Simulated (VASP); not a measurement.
# CdS (P3m1) in VASP: further runs

CdS is run at these levels: r2SCAN; tasks: single point.

All numbers are computed with VASP 6.6.1; they aren't measurements. Logs are shortened: lines on timing, memory, paths and dates and some standing lists are left out, and cuts for length are marked.

## Step 1: The cell of the first run

Symmetry: P3m1, No. 156, trigonal system. Conventional cell: a = 4.204 Å, b = 4.204 Å, c = 5.726 Å, α = 90.00°, β = 90.00°, γ = 120.00°. Cd (site symmetry 3m) has 3 S at 2.43 Å within 3.2 Å. Within 3.2 Å of S (site symmetry 3m) lie 3 Cd at 2.43 Å.

## Step 2: Single point, r2SCAN

The input, POSCAR:

```
CdS
1.0
    4.2035795619      0.0000000000      0.0000000000
   -2.1017848485      3.6404052375      0.0000000000
    0.0000000000      0.0000000000      5.7257256542
Cd S
1 1
Direct
    0.0000000000      0.0000000000      0.4426900000
    0.6666666667      0.3333333333      0.4343100000
```

The input, INCAR.step1:

```
ALGO     = Normal         # electronic algorithm
EDIFF    = 1E-5           # SCF threshold, eV
ENCUT    = 700            # plane-wave cutoff, eV
GGA      = PE             # functional
GGA_COMPAT= False        
ISMEAR   = -1             # smearing method
LASPH    = True           # aspherical terms in the spheres
LCHARG   = False          # write CHGCAR
LREAL    = False          # projectors in reciprocal space
LWAVE    = True           # write WAVECAR
NBANDS   = 20             # bands
NELM     = 120            # most SCF steps
PREC     = Accurate       # precision mode
SIGMA    = 0.1            # smearing width, eV
```

The input, INCAR.step2:

```
ALGO     = Normal         # electronic algorithm
EDIFF    = 1E-6           # SCF threshold, eV
ENCUT    = 700            # plane-wave cutoff, eV
GGA_COMPAT= False        
ISIF     = 2              # what is computed and relaxed
ISMEAR   = -1             # smearing method
ISTART   = 1            
LASPH    = True           # aspherical terms in the spheres
LCHARG   = False          # write CHGCAR
LMIXTAU  = True         
LREAL    = False          # projectors in reciprocal space
LWAVE    = False          # write WAVECAR
METAGGA  = R2SCAN         # meta-GGA
NBANDS   = 20             # bands
NELM     = 120            # most SCF steps
PREC     = Accurate       # precision mode
SIGMA    = 0.1            # smearing width, eV
```

The input, KPOINTS:

```
k-points
0
Gamma
  6 6 4
```

Potentials or basis: VASP PAW PBE potentials, release 64 (Cd_sv_GW, S).

Launch:

```console
cat potpaw_PBE.64/Cd_sv_GW/POTCAR potpaw_PBE.64/S/POTCAR > POTCAR
cp INCAR.step1 INCAR
mpirun -np 1 vasp_std > vasp.out
cp INCAR.step2 INCAR
mpirun -np 1 vasp_std > vasp.out
```

OUTCAR:

```text
EDIFF = 1E-6
   ENCUT = 700
   ISIF = 2
   ISMEAR = -1
   ISTART = 1
   LASPH = True
   LREAL = False
   METAGGA = R2SCAN
   NELM = 120
   PREC = Accurate

 ion  position               nearest neighbor table
   1  0.000  0.000  0.443-   2 2.43   2 2.43   2 2.43
   2  0.667  0.333  0.434-   1 2.43   1 2.43   1 2.43

  LATTYP: Found a hexagonal cell.
 ALAT       =     4.2035795619
 C/A-ratio  =     1.3621071208

  Lattice vectors:

 A1 = (   4.2035795619,   0.0000000000,   0.0000000000)
 A2 = (  -2.1017848485,   3.6404052375,   0.0000000000)
 A3 = (   0.0000000000,   0.0000000000,   5.7257256542)

Analysis of symmetry for initial positions (statically):
=====================================================================
 Subroutine PRICEL returns:
 Original cell was already a primitive cell.

 Routine SETGRP: Setting up the symmetry group for a
 hexagonal supercell.

 Subroutine GETGRP returns: Found  6 space group operations
 (whereof  6 operations were pure point group operations)
 out of a pool of 24 trial point group operations.

The static configuration has the point symmetry C_3v.

Analysis of symmetry for dynamics (positions and initial velocities):
=====================================================================
 Subroutine PRICEL returns:
 Original cell was already a primitive cell.

 Routine SETGRP: Setting up the symmetry group for a
 hexagonal supercell.

 Subroutine GETGRP returns: Found  6 space group operations
 (whereof  6 operations were pure point group operations)
 out of a pool of 24 trial point group operations.

The dynamic configuration has the point symmetry C_3v.

 Subroutine INISYM returns: Found  6 space group operations
 (whereof  6 operations are pure point group operations),
 and found     1 'primitive' translations

----------------------------------------------------------------------------------------

                                     Primitive cell

  volume of cell :      87.6193

  direct lattice vectors                    reciprocal lattice vectors
     4.203579562  0.000000000  0.000000000     0.237892488  0.137347024  0.000000000
    -2.101784848  3.640405238  0.000000000     0.000000000  0.274694693  0.000000000
     0.000000000  0.000000000  5.725725654     0.000000000  0.000000000  0.174650352

  length of vectors
     4.203579562  4.203575840  5.725725654     0.274694450  0.274694693  0.174650352

  position of ions in fractional coordinates (direct lattice)
     0.000000000  0.000000000  0.442690000
     0.666666667  0.333333333  0.434310000

  ion indices of the primitive-cell ions
   primitive index   ion index
                 1           1
                 2           2

----------------------------------------------------------------------------------------

 KPOINTS: k-points

Automatic generation of k-mesh.
 Grid dimensions read from file:
 generate k-points for:    6    6    4

 Generating k-lattice:

  Cartesian coordinates                     Fractional coordinates (reciprocal lattice)
     0.039648748  0.022891171  0.000000000     0.166666667  0.000000000  0.000000000
     0.000000000  0.045782449  0.000000000     0.000000000  0.166666667  0.000000000
     0.000000000  0.000000000  0.043662588     0.000000000  0.000000000  0.250000000

  Length of vectors
     0.045782408  0.045782449  0.043662588

  Shift w.r.t. Gamma in fractional coordinates (k-lattice)
     0.000000000  0.000000000  0.000000000

 Subroutine IBZKPT returns following result:
 ===========================================

 Found     24 irreducible k-points:

 Following reciprocal coordinates:
            Coordinates               Weight
  0.000000  0.000000  0.000000      1.000000
  0.166667  0.000000  0.000000      6.000000
  0.333333 -0.000000  0.000000      6.000000
  0.500000  0.000000  0.000000      3.000000
  0.166667  0.166667  0.000000      6.000000
  0.333333  0.166667  0.000000     12.000000
[... 16 lines left out ...]
  0.333333  0.166667  0.500000     12.000000
  0.333333  0.333333  0.500000      2.000000
   k-points           NKPTS =     24   k-points in BZ     NKDIM =     24   number of bands    NBANDS=     20
   number of dos      NEDOS =    301   number of ions     NIONS =      2
   total plane-waves  NPLWV =  64800
   dimension x,y,z NGX =    36 NGY =   36 NGZ =   50
   dimension x,y,z NGXF=    72 NGYF=   72 NGZF=  100
   ions per type =               1   1
   NGX,Y,Z   is equivalent  to a cutoff of  14.24, 14.24, 14.52 a.u.
   NGXF,Y,Z  is equivalent  to a cutoff of  28.48, 28.48, 29.03 a.u.
 SYSTEM =  unknown system
   PREC   = accura    normal or accurate (medium, high low for compatibility)
   ISTART =      1    job   : 0-new  1-cont  2-samecut
   ICHARG =      0    charge: 1-file 2-atom 10-const
   ISPIN  =      1    spin polarized calculation?
   LNONCOLLINEAR =      F non collinear calculations
   LSORBIT =      F    spin-orbit coupling
   LASPH  =      T    aspherical Exc in radial PAW
   ENCUT  =  700.0 eV  51.45 Ry    7.17 a.u.   9.07  9.07 12.35*2*pi/ulx,y,z
   NELM   =    120;   NELMIN=  2; NELMDL=  0     # of ELM steps
   EDIFF  = 0.1E-05   stopping-criterion for ELM
   LREAL  =      F    real-space projection
   EDIFFG = 0.1E-04   stopping-criterion for IOM
   NSW    =      0    number of steps for IOM
   IBRION =     -1    ionic relax: 0-MD 1-quasi-New 2-CG
   NFREE  =      0    steps in history (QN), initial steepest desc. (CG)
   ISIF   =      2    stress and relaxation
   ISYM   =      2    0-nonsym 1-usesym 2-fastsym
   POTIM  = 0.5000    time-step for ionic-motion
   TEBEG  =    0.0;   TEEND  =   0.0 temperature during run
   PSTRESS=    0.0 pullay stress
   NELECT =      26.0000    total number of electrons
   NUPDOWN=      -1.0000    fix difference up-down
   EMIN   =  10.00;   EMAX   =-10.00  energy-range for DOS
   EFERMI =   0.00;   METHOD = LEGACY
   ISMEAR =    -1;   SIGMA  =   0.10  broadening in eV -4-tet -1-fermi 0-gaus
   EFERMI_NEDOS =   21; number of points for ismear=-14 and -15
   IALGO  =     38    algorithm
   IMIX   =      4    mixing-type and parameters
     AMIX     =   0.40;   BMIX     =  1.00
     AMIX_MAG =   1.60;   BMIX_MAG =  1.00
  volume/ion in A,a.u.               =      43.81       295.64
  Fermi-wavevector in a.u.,A,eV,Ry     =   1.091942  2.063471 16.222724  1.192337
  Thomas-Fermi vector in A             =   2.228197
   LORBIT       =      0    0 simple, 1 ext, 2 COOP (PROOUT), +10 PAW based schemes
   METAGGA = R2SCAN    functional components
   LHFCALC =     F    Hartree Fock is set to
   AEXX    =    0.0000 exact exchange contribution
   IVDW    =     0    specifies the selected vdW correction
   LEPSILON=     F    determine dielectric tensor
   LRPA    =     F    only Hartree local field effects (RPA)
 non-spin polarized calculation
  energy-cutoff  :      700.00
  volume of cell :       87.62
 maximum number of plane-waves:      3720
   NGX = 19   NGY = 19   NGZ = 25

 number of electron      25.9999996 magnetization

 Free energy of the ion-electron system (eV)
  ---------------------------------------------------
  ext. energy  EPLUGINS =         0.00000000
  ---------------------------------------------------
  free energy    TOTEN  =       -29.09452386 eV

  energy without entropy =      -29.09451762  energy(sigma->0) =      -29.09452074

 E-fermi :  -0.1473     XC(G=0):  -6.6855

 val. band max:       -1.2350330868   @ k =   0.0000   0.0000   0.5000
 cond. band min:       0.7347440964   @ k =   0.0000   0.0000   0.0000
 fundamental gap:      1.9697771833
 Fermi energy:        -0.1472571667

 k-point     1 :       0.0000    0.0000    0.0000
  band No.  band energies     occupation
      1    -105.3914      2.00000
      2     -65.6147      2.00000
      3     -65.5134      2.00000
      4     -65.5133      2.00000
      5     -13.5791      2.00000
      6      -9.3120      2.00000
[... 12 lines left out ...]
     19      10.2874      0.00000
     20      10.9911      0.00000

 k-point     2 :       0.1667    0.0000    0.0000
  band No.  band energies     occupation
      1    -105.3914      2.00000
      2     -65.6147      2.00000
      3     -65.5135      2.00000
      4     -65.5134      2.00000
      5     -13.4876      2.00000
      6      -9.2642      2.00000
[... 12 lines left out ...]
     19      10.7391      0.00000
     20      11.0009      0.00000

 k-point     3 :       0.3333   -0.0000    0.0000
  band No.  band energies     occupation
      1    -105.3914      2.00000
      2     -65.6147      2.00000
      3     -65.5137      2.00000
      4     -65.5135      2.00000
      5     -13.3028      2.00000
      6      -9.1019      2.00000
[... 12 lines left out ...]
     19       9.3531      0.00000
     20       9.9782      0.00000

 k-point     4 :       0.5000    0.0000    0.0000
  band No.  band energies     occupation
      1    -105.3914      2.00000
      2     -65.6147      2.00000
      3     -65.5138      2.00000
      4     -65.5135      2.00000
      5     -13.2103      2.00000
      6      -8.9800      2.00000
[... 12 lines left out ...]
     19       9.6793      0.00000
     20      10.1578      0.00000

 k-point     5 :       0.1667    0.1667    0.0000
  band No.  band energies     occupation
      1    -105.3914      2.00000
      2     -65.6147      2.00000
      3     -65.5136      2.00000
      4     -65.5135      2.00000
      5     -13.3491      2.00000
      6      -9.1892      2.00000
[... 12 lines left out ...]
     19       9.3042      0.00000
     20      10.3153      0.00000
[... 353 lines left out ...]
      6      -8.9780      2.00000
[... 12 lines left out ...]
     19       9.7502      0.00000
     20      10.2594      0.00000

 k-point    22 :       0.1667    0.1667    0.5000
  band No.  band energies     occupation
      1    -105.3914      2.00000
      2     -65.6147      2.00000
      3     -65.5136      2.00000
      4     -65.5135      2.00000
      5     -13.3457      2.00000
      6      -9.1888      2.00000
[... 12 lines left out ...]
     19       8.6413      0.00000
     20       9.4108      0.00000

 k-point    23 :       0.3333    0.1667    0.5000
  band No.  band energies     occupation
      1    -105.3914      2.00000
      2     -65.6147      2.00000
      3     -65.5137      2.00000
      4     -65.5135      2.00000
      5     -13.2075      2.00000
      6      -9.0592      2.00000
[... 12 lines left out ...]
     19       9.7908      0.00000
     20      10.0638      0.00000

 k-point    24 :       0.3333    0.3333    0.5000
  band No.  band energies     occupation
      1    -105.3914      2.00000
      2     -65.6147      2.00000
      3     -65.5137      2.00000
      4     -65.5136      2.00000
      5     -13.1618      2.00000
      6      -9.0177      2.00000
[... 12 lines left out ...]
     19       8.7654      0.00000
     20      10.1966      0.00000

------------------------ aborting loop because EDIFF is reached ----------------------------------------

  FORCE on cell =-STRESS in cart. coord.  units (eV):
  Direction    XX          YY          ZZ          XY          YZ          ZX
  --------------------------------------------------------------------------------------
  -------------------------------------------------------------------------------------
  Total        0.2987305      0.2987302     -0.0576798      0.0000004     -0.0000000      0.0000000
  in kB        5.4624887      5.4624844     -1.0547142      0.0000074     -0.0000000      0.0000000
  external PRESSURE =       3.2900863 kB  Pullay stress =       0.0000000 kB

 VOLUME and BASIS-vectors are now :
 -----------------------------------------------------------------------------
  energy-cutoff  :      700.00
  volume of cell :       87.62
      direct lattice vectors                 reciprocal lattice vectors
     4.203579562  0.000000000  0.000000000     0.237892488  0.137347024  0.000000000
    -2.101784848  3.640405238  0.000000000     0.000000000  0.274694693  0.000000000
     0.000000000  0.000000000  5.725725654     0.000000000  0.000000000  0.174650352

 POSITION                                       TOTAL-FORCE (eV/Angst)
 -----------------------------------------------------------------------------------
      0.00000      0.00000      2.53472         0.000000      0.000000     -0.004392
      2.10179      1.21347      2.48674        -0.000000      0.000000      0.004392
 -----------------------------------------------------------------------------------
    total drift:                                0.000122      0.000036      0.000139

  FREE ENERGIE OF THE ION-ELECTRON SYSTEM (eV)
  ---------------------------------------------------
  free  energy   TOTEN  =       -29.0945238621 eV

  energy  without entropy=      -29.0945176208  energy(sigma->0) =      -29.09452074
```

Wall time 3.1 min (1 thread of AMD EPYC 7R13 (Zen 3), shared host); peak memory 0.27 GiB.

What came out:

```yaml
Free_energy: -29.0945 eV
Pressure: 0.3 GPa
Largest_force: 0.004 eV/Å
Band_gap_on_the_k_mesh: 1.97 eV
```

Forces on the atoms (eV/Å):
```
Cd   0.000  0.000 -0.004
S    0.000  0.000  0.004
```

Stress tensor (GPa, compression positive):
```
 0.55  0.00  0.00
 0.00  0.55  0.00
 0.00  0.00 -0.11
```

Levels at points of the mesh, in eV from the valence-band top:
| k point | band 9 | band 10 | band 11 | band 12 | band 13 | band 14 | band 15 | band 16 | band 17 | band 18 |
| --- | --- | --- | --- | --- | --- | --- | --- | --- | --- | --- |
| (0.00, 0.00, 0.00) | -7.48 | -7.26 | -1.30 | 0.00 | 0.00 | 1.97 | 5.85 | 7.45 | 7.45 | 7.63 |
| (0.50, 0.00, 0.00) | -7.50 | -7.05 | -3.79 | -1.45 | -0.32 | 4.17 | 5.54 | 7.08 | 7.78 | 10.71 |
| (0.00, 0.00, 0.50) | -7.48 | -7.25 | -1.53 | 0.00 | 0.00 | 2.35 | 5.33 | 7.51 | 7.51 | 9.78 |
| (0.50, 0.00, 0.50) | -7.50 | -7.05 | -3.76 | -1.45 | -0.45 | 4.36 | 4.52 | 8.09 | 8.66 | 10.51 |

Caveat: the PAW data sets were made with another functional, which shifts forces and pressure a little.

## Step 3: Single point, r2SCAN

This run uses another cell than the first one.

The input, POSCAR:

```
CdS
1.0
    4.1741829389      0.0000000000      0.0000000000
   -2.0870865715      3.6149470253      0.0000000000
    0.0000000000      0.0000000000      5.6856843046
Cd S
1 1
Direct
    0.0000000000      0.0000000000      0.4426900000
    0.6666666667      0.3333333333      0.4343100000
```

The input, INCAR.step1:

```
PREC = Accurate
ENCUT = 700
ISMEAR = -1
SIGMA = 0.1
LREAL = False
LASPH = True
NELM = 120
NBANDS = 20
GGA = PE
ALGO = Normal
EDIFF = 1E-5
LWAVE = True
LCHARG = False
GGA_COMPAT = False
```

The input, INCAR.step2:

```
PREC = Accurate
ENCUT = 700
EDIFF = 1E-6
ISMEAR = -1
SIGMA = 0.1
LREAL = False
LASPH = True
NELM = 120
ALGO = Normal
ISIF = 2
LWAVE = False
LCHARG = False
METAGGA = R2SCAN
LMIXTAU = True
NBANDS = 20
ISTART = 1
GGA_COMPAT = False
```

The input, KPOINTS:

```
Automatic mesh
0
Gamma
  6 6 4
```

Potentials or basis: VASP PAW PBE potentials, release 64 (Cd_sv_GW, S).

Launch:

```console
cat potpaw_PBE.64/Cd_sv_GW/POTCAR potpaw_PBE.64/S/POTCAR > POTCAR
cp INCAR.step1 INCAR
mpirun -np 1 vasp_std > vasp.out
cp INCAR.step2 INCAR
mpirun -np 1 vasp_std > vasp.out
```

Run time: 2.7 min. Hardware: 1 thread of Intel Xeon Platinum 8259CL at 2.50GHz (Skylake/Cascade Lake), shared host; peak memory 0.31 GiB.

Results (log left out):

* Free energy: -29.0865 eV
* Pressure: 1.1 GPa
* Band gap on the k mesh: 2.00 eV (least direct gap 2.00 eV)

Forces on the atoms (eV/Å):
```
Cd   0.000  0.000  0.002
S    0.000  0.000 -0.002
```

Stress tensor (GPa, compression positive):
```
 1.63  0.00  0.00
 0.00  1.63  0.00
 0.00  0.00 -0.11
```

Levels at points of the mesh, in eV from the valence-band top:
```tsv
k point	band 9	band 10	band 11	band 12	band 13	band 14	band 15	band 16	band 17	band 18
(0.00, 0.00, 0.00)	-7.52	-7.29	-1.39	-0.01	-0.01	2.00	5.82	7.45	7.45	7.68
(0.50, 0.00, 0.00)	-7.54	-7.08	-3.89	-1.52	-0.38	4.20	5.52	7.08	7.75	10.74
(0.00, 0.00, 0.50)	-7.53	-7.28	-1.64	0.00	0.00	2.41	5.31	7.52	7.52	9.78
(0.50, 0.00, 0.50)	-7.54	-7.08	-3.86	-1.51	-0.51	4.38	4.48	8.08	8.75	10.51
```

Caveat: the PAW data sets were made with another functional, which shifts forces and pressure a little.

## Step 4: Single point, r2SCAN

This run uses another cell than the first one.

The input, POSCAR:

```
CdS
1.0
    4.2325706819      0.0000000000      0.0000000000
   -2.1162803745      3.6655122739      0.0000000000
    0.0000000000      0.0000000000      5.7652146652
Cd S
1 1
Direct
    0.0000000000      0.0000000000      0.4426900000
    0.6666666667      0.3333333333      0.4343100000
```

The input, INCAR.step1:

```
PREC = Accurate
ENCUT = 700
ISMEAR = -1
SIGMA = 0.1
LREAL = F
LASPH = T
NELM = 120
NBANDS = 20
GGA = PE
ALGO = Normal
EDIFF = 1E-5
LWAVE = T
LCHARG = F
GGA_COMPAT = F
```

The input, INCAR.step2:

```
PREC = Accurate
ENCUT = 700
EDIFF = 1E-6
ISMEAR = -1
SIGMA = 0.1
LREAL = F
LASPH = T
NELM = 120
ALGO = Normal
ISIF = 2
LWAVE = F
LCHARG = F
METAGGA = R2SCAN
LMIXTAU = T
NBANDS = 20
ISTART = 1
GGA_COMPAT = F
```

The input, KPOINTS:

```
regular mesh
0
Gamma
  6 6 4
```

Launch:

```console
cat potpaw_PBE.64/Cd_sv_GW/POTCAR potpaw_PBE.64/S/POTCAR > POTCAR
cp INCAR.step1 INCAR
mpirun -np 1 vasp_std > vasp.out
cp INCAR.step2 INCAR
mpirun -np 1 vasp_std > vasp.out
```

Run time: 2.2 min. Hardware: 1 thread of Intel Xeon 6975P-C (Granite Rapids), shared host; peak memory 0.34 GiB.

Results (log left out):

* Free energy: -29.0947 eV
* Pressure: -0.3 GPa
* Largest force: 0.012 eV/Å
* Band gap on the k mesh: 1.94 eV

Forces in eV/Å, atoms in the order of the input:
```
Cd   0.000  0.000 -0.012
S    0.000  0.000  0.012
```

Stress tensor (GPa, compression positive):
```
-0.43  0.00  0.00
 0.00 -0.43  0.00
 0.00  0.00 -0.10
```

Levels at points of the mesh, in eV from the valence-band top:
| k point | band 11 | band 12 | band 13 | band 14 | band 15 | band 16 |
| --- | --- | --- | --- | --- | --- | --- |
| (0.00, 0.00, 0.00) | -1.20 | 0.00 | 0.00 | 1.94 | 5.88 | 7.45 |
| (0.50, 0.00, 0.00) | -3.70 | -1.39 | -0.27 | 4.15 | 5.57 | 7.08 |
| (0.00, 0.00, 0.50) | -1.43 | 0.00 | 0.00 | 2.29 | 5.35 | 7.50 |
| (0.50, 0.00, 0.50) | -3.67 | -1.39 | -0.39 | 4.33 | 4.56 | 8.10 |

Caveat: the PAW data sets were made with another functional, which shifts forces and pressure a little.

## Step 5: Summary

```tsv
cell	gap on the mesh (eV)	pressure (GPa)
a = 4.204, b = 4.204, c = 5.726 Å, angles 90.0, 90.0, 120.0°, 2 atoms	1.97	0.3
a = 4.174, b = 4.174, c = 5.686 Å, angles 90.0, 90.0, 120.0°, 2 atoms	2.00	1.1
a = 4.233, b = 4.233, c = 5.765 Å, angles 90.0, 90.0, 120.0°, 2 atoms	1.94	-0.3
```

Alike in all rows: task single point; level r2SCAN; potentials or basis VASP PAW PBE potentials, release 64 (Cd_sv_GW, S); no spin polarisation; k mesh 6 × 6 × 4; cutoff (eV) 700; smearing fermi-dirac 0.1 eV.

Caveats: the PAW data sets were made with another functional, which shifts forces and pressure a little.

Absolute energies hang on the potentials; compare differences alone.
